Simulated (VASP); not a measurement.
# NaCl (lda) (Fm-3m) in VASP: a series of runs

NaCl (lda) is run at these levels: LDA; tasks: single point, relaxation of cell and atoms.

All numbers are computed with VASP 6.6.1; they aren't measurements. Logs are shortened: lines on timing, memory, paths and dates and some standing lists are left out, and cuts for length are marked.

### Step 1. The cell of the first run

It takes space group Fm-3m (No. 225, cubic). Conventional cell: a = 5.075 Å, b = 5.075 Å, c = 5.075 Å, α = 90.00°, β = 90.00°, γ = 90.00°. Within 3.3 Å of Na (site symmetry m-3m) lie 6 Cl at 2.54 Å. Cl (site symmetry m-3m) has 6 Na at 2.54 Å within 3.3 Å.

### Step 2. Single point, LDA

File INCAR:

```
ALGO = Normal ; EDIFF = 1E-6
ENCUT = 520 ; GGA = CA
ISIF = 2 ; ISMEAR = 0
LASPH = T ; LCHARG = T
LELF = T ; LREAL = F
LVHAR = T ; LWAVE = F
NBANDS = 14 ; NELM = 60
PREC = Accurate ; SIGMA = 0.02
```

File KPOINTS:

```
k-points
0
Gamma
  8 8 8
```

File POSCAR:

```
NaCl
1.0
    0.0000000000      2.5376818877      2.5376818877
    2.5376818877      0.0000000000      2.5376818877
    2.5376818877      2.5376818877      0.0000000000
Na Cl
1 1
Direct
    0.0000000000      0.0000000000      0.0000000000
    0.5000000000      0.5000000000      0.5000000000
```

Potentials or basis: VASP PAW LDA potentials, release 64 (Na_pv, Cl).

Launch:

```sh
cat potpaw_LDA.64/Na_pv/POTCAR potpaw_LDA.64/Cl/POTCAR > POTCAR
mpirun -np 1 vasp_std > vasp.out
```

OUTCAR:

```text
EDIFF = 1E-6
   ENCUT = 520
   GGA = CA
   ISIF = 2
   ISMEAR = 0
   LASPH = T
   LREAL = F
   NELM = 60
   PREC = Accurate

 ion  position               nearest neighbor table
   1  0.000  0.000  0.000-   2 2.54   2 2.54   2 2.54   2 2.54   2 2.54   2 2.54
   2  0.500  0.500  0.500-   1 2.54   1 2.54   1 2.54   1 2.54   1 2.54   1 2.54

  LATTYP: Found a face centered cubic cell.
 ALAT       =     5.0753637754

  Lattice vectors:

 A1 = (   0.0000000000,   2.5376818877,   2.5376818877)
 A2 = (   2.5376818877,   0.0000000000,   2.5376818877)
 A3 = (   2.5376818877,   2.5376818877,   0.0000000000)

Analysis of symmetry for initial positions (statically):
=====================================================================
 Subroutine PRICEL returns:
 Original cell was already a primitive cell.

 Routine SETGRP: Setting up the symmetry group for a
 face centered cubic supercell.

 Subroutine GETGRP returns: Found 48 space group operations
 (whereof 48 operations were pure point group operations)
 out of a pool of 48 trial point group operations.

The static configuration has the point symmetry O_h .

Analysis of symmetry for dynamics (positions and initial velocities):
=====================================================================
 Subroutine PRICEL returns:
 Original cell was already a primitive cell.

 Routine SETGRP: Setting up the symmetry group for a
 face centered cubic supercell.

 Subroutine GETGRP returns: Found 48 space group operations
 (whereof 48 operations were pure point group operations)
 out of a pool of 48 trial point group operations.

The dynamic configuration has the point symmetry O_h .

 Subroutine INISYM returns: Found 48 space group operations
 (whereof 48 operations are pure point group operations),
 and found     1 'primitive' translations

----------------------------------------------------------------------------------------

                                     Primitive cell

  volume of cell :      32.6845

  direct lattice vectors                    reciprocal lattice vectors
     0.000000000  2.537681888  2.537681888    -0.197030212  0.197030212  0.197030212
     2.537681888  0.000000000  2.537681888     0.197030212 -0.197030212  0.197030212
     2.537681888  2.537681888  0.000000000     0.197030212  0.197030212 -0.197030212

  length of vectors
     3.588824143  3.588824143  3.588824143     0.341266338  0.341266338  0.341266338

  position of ions in fractional coordinates (direct lattice)
     0.000000000  0.000000000  0.000000000
[... 83 lines left out ...]
   NFREE  =      0    steps in history (QN), initial steepest desc. (CG)
   ISIF   =      2    stress and relaxation
   ISYM   =      2    0-nonsym 1-usesym 2-fastsym
   POTIM  = 0.5000    time-step for ionic-motion
   TEBEG  =    0.0;   TEEND  =   0.0 temperature during run
   PSTRESS=    0.0 pullay stress
   NELECT =      14.0000    total number of electrons
   NUPDOWN=      -1.0000    fix difference up-down
   EMIN   =  10.00;   EMAX   =-10.00  energy-range for DOS
   EFERMI =   0.00;   METHOD = LEGACY
   ISMEAR =     0;   SIGMA  =   0.02  broadening in eV -4-tet -1-fermi 0-gaus
   EFERMI_NEDOS =   21; number of points for ismear=-14 and -15
   IALGO  =     38    algorithm
   IMIX   =      4    mixing-type and parameters
     AMIX     =   0.40;   BMIX     =  1.00
     AMIX_MAG =   1.60;   BMIX_MAG =  1.00
  volume/ion in A,a.u.               =      16.34       110.28
  Fermi-wavevector in a.u.,A,eV,Ry     =   1.234062  2.332039 20.720437  1.522909
  Thomas-Fermi vector in A             =   2.368767
   LORBIT       =      0    0 simple, 1 ext, 2 COOP (PROOUT), +10 PAW based schemes
   GGA     = CA    functional components
   LHFCALC =     F    Hartree Fock is set to
   AEXX    =    0.0000 exact exchange contribution
   IVDW    =     0    specifies the selected vdW correction
   LEPSILON=     F    determine dielectric tensor
   LRPA    =     F    only Hartree local field effects (RPA)
 non-spin polarized calculation
 Gauss-broadening in eV      SIGMA  =   0.02
  energy-cutoff  :      520.00
  volume of cell :       32.68
 maximum number of plane-waves:       899
   NGX = 13   NGY = 13   NGZ = 13

 number of electron      13.9999994 magnetization

 Free energy of the ion-electron system (eV)
  ---------------------------------------------------
  ext. energy  EPLUGINS =         0.00000000
  ---------------------------------------------------
  free energy    TOTEN  =        -7.13878714 eV

  energy without entropy =       -7.13878714  energy(sigma->0) =       -7.13878714

 E-fermi :   1.5738     XC(G=0): -10.1634

 val. band max:        1.3671841333   @ k =   0.0000   0.0000   0.0000
 cond. band min:       7.5952747317   @ k =   0.0000   0.0000   0.0000
 fundamental gap:      6.2280905983
 Fermi energy:         1.5738057993

 k-point     1 :       0.0000    0.0000    0.0000
  band No.  band energies     occupation
      1     -19.0967      2.00000
      2     -19.0967      2.00000
      3     -19.0967      2.00000
      4     -12.2142      2.00000
      5       1.3672      2.00000
      6       1.3672      2.00000
      7       1.3672      2.00000
      8       7.5953      0.00000
      9      12.3516      0.00000
     10      12.3516      0.00000
     11      12.3516      0.00000
     12      15.0553      0.00000
     13      15.0553      0.00000
     14      16.9595      0.00000
[... 377 lines left out ...]
      1     -19.2002      2.00000
      2     -19.1283      2.00000
      3     -19.1128      2.00000
      4     -11.2839      2.00000
      5      -1.4280      2.00000
      6       0.0008      2.00000
      7       0.6002      2.00000
      8      10.0903      0.00000
      9      11.4942      0.00000
     10      12.9707      0.00000
     11      13.9147      0.00000
     12      17.0403      0.00000
     13      18.9532      0.00000
     14      19.9146      0.00000

 [... further k-points ...]
[... 5 lines left out ...]
  --------------------------------------------------------------------------------------
  -------------------------------------------------------------------------------------
  Total        2.4737267      2.4737267      2.4737267      0.0000000      0.0000000     -0.0000000
  in kB      121.2608914    121.2608914    121.2608914      0.0000000      0.0000000     -0.0000000
  external PRESSURE =     121.2608914 kB  Pullay stress =       0.0000000 kB

 VOLUME and BASIS-vectors are now :
 -----------------------------------------------------------------------------
  energy-cutoff  :      520.00
  volume of cell :       32.68
      direct lattice vectors                 reciprocal lattice vectors
     0.000000000  2.537681888  2.537681888    -0.197030212  0.197030212  0.197030212
     2.537681888  0.000000000  2.537681888     0.197030212 -0.197030212  0.197030212
     2.537681888  2.537681888  0.000000000     0.197030212  0.197030212 -0.197030212

 POSITION                                       TOTAL-FORCE (eV/Angst)
 -----------------------------------------------------------------------------------
      0.00000      0.00000      0.00000         0.000000      0.000000     -0.000000
      2.53768      2.53768      2.53768        -0.000000     -0.000000      0.000000
 -----------------------------------------------------------------------------------
    total drift:                                0.000000      0.000000      0.000000

  FREE ENERGIE OF THE ION-ELECTRON SYSTEM (eV)
  ---------------------------------------------------
  free  energy   TOTEN  =        -7.1387871388 eV

  energy  without entropy=       -7.1387871388  energy(sigma->0) =       -7.13878714
```

It took 11 s on 1 thread of AMD EPYC 7R43 (Zen 3), shared host; peak memory 0.1 GiB.

Results:

| Property | Result |
| --- | --- |
| Free energy | -7.1388 eV |
| Pressure | 12.1 GPa |
| Band gap on the k mesh | 6.23 eV, direct |

Levels at points of the mesh, in eV from the valence-band top:
```csv
k point,band 3,band 4,band 5,band 6,band 7,band 8,band 9,band 10,band 11,band 12
"(0.00, 0.00, 0.00)",-20.46,-13.58,0.00,0.00,0.00,6.23,10.98,10.98,10.98,13.69
"(0.50, 0.00, 0.00)",-20.47,-12.70,-3.23,-0.53,-0.53,7.38,11.36,11.36,13.07,16.76
"(0.50, 0.50, 0.00)",-20.50,-12.67,-2.77,-1.01,-1.01,7.20,8.04,13.45,16.22,17.40
```

Expect the measured gap to be larger: semilocal functionals such as LDA lack the derivative discontinuity.

### Step 3. Single point, LDA

File INCAR:

```
SYSTEM = NaCl
  PREC = Accurate
  ENCUT = 520
  EDIFF = 1E-6
  ISMEAR = 0
  SIGMA = 0.02
  LREAL = .False.
  LASPH = .True.
  NELM = 100
  ALGO = Normal
  ISIF = 2
  LWAVE = .False.
  LCHARG = .True.
  GGA = CA
  LELF = .True.
  LVHAR = .True.
  NBANDS = 14
```

File KPOINTS:

```
Automatic mesh
0
Gamma
  8 8 8
  0 0 0
```

POSCAR is that of step 2.

Potentials or basis: VASP PAW LDA potentials, release 64 (Na_pv, Cl).

Launch:

```sh
cat potpaw_LDA.64/Na_pv/POTCAR potpaw_LDA.64/Cl/POTCAR > POTCAR
mpirun -np 1 vasp_std > vasp.out
```

It took 11 s on 1 thread of AMD EPYC 7R43 (Zen 3), shared host; peak memory 0.1 GiB.

It converged, with:

```yaml
Free_energy: -7.1388 eV
Pressure: 12.1 GPa
Band_gap_on_the_k_mesh: 6.23 eV, direct
```

Levels at points of the mesh, in eV from the valence-band top:
```tsv
k point	band 3	band 4	band 5	band 6	band 7	band 8	band 9	band 10	band 11	band 12
(0.00, 0.00, 0.00)	-20.46	-13.58	0.00	0.00	0.00	6.23	10.98	10.98	10.98	13.69
(0.50, 0.00, 0.00)	-20.47	-12.70	-3.23	-0.53	-0.53	7.38	11.36	11.36	13.07	16.76
(0.50, 0.50, 0.00)	-20.50	-12.67	-2.77	-1.01	-1.01	7.20	8.04	13.45	16.22	17.40
```

Expect the measured gap to be larger: semilocal functionals such as LDA lack the derivative discontinuity.

(Continued in part 2 of 2.)
